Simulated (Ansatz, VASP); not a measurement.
Mg: VASP beside Ansatz

```
Mg
1.0
     3.20927   -0.04814   -0.04814
    -1.64633    2.80338   -0.01762
    -0.07815   -0.07815    5.21033
Mg
2
Cartesian
  -0.0473 1.8333 1.2748
  1.5321 0.8438 3.8698
```

Change from the starting cell: equal xy, yz and zx shear strains of -3 %, crystal datasets.

Alike in both runs: task electric field gradients; functional PBEsol; k mesh 12 × 12 × 7; occupations fermi-dirac, width 0.08 eV; no spin polarisation.

|  | VASP | Ansatz |
| --- | --- | --- |
| version | VASP 6.6.1 | Ansatz 0.2.0 |
| potentials or method | VASP PAW PBE potentials, release 64 (Mg), cutoff 520 eV | all-electron PAW with datasets made for the crystal, scalar-relativistic |

VASP gave:

| Item | Value |
| --- | --- |
| pressure (GPa) | -1.1 |
| traceless stress, the component that is largest in VASP (GPa) | 0.56 |
| rms of the force components (eV/Å) | 0.019 |
| size of Vzz on the site where it differs most (V/Å²) | 1.4 |

Problem. Which values does Ansatz return?

Solution. Pressure (GPa): -1.0; traceless stress, the component that is largest in VASP (GPa): 0.55; rms of the force components (eV/Å): 0.018; size of Vzz on the site where it differs most (V/Å²): 1.3.

VASP's potentials were made for PBE, not for PBEsol. Atom by atom the forces differ by 0.000 eV/Å (rms over components). Ansatz ran all-electron here, and VASP with PAW potentials.
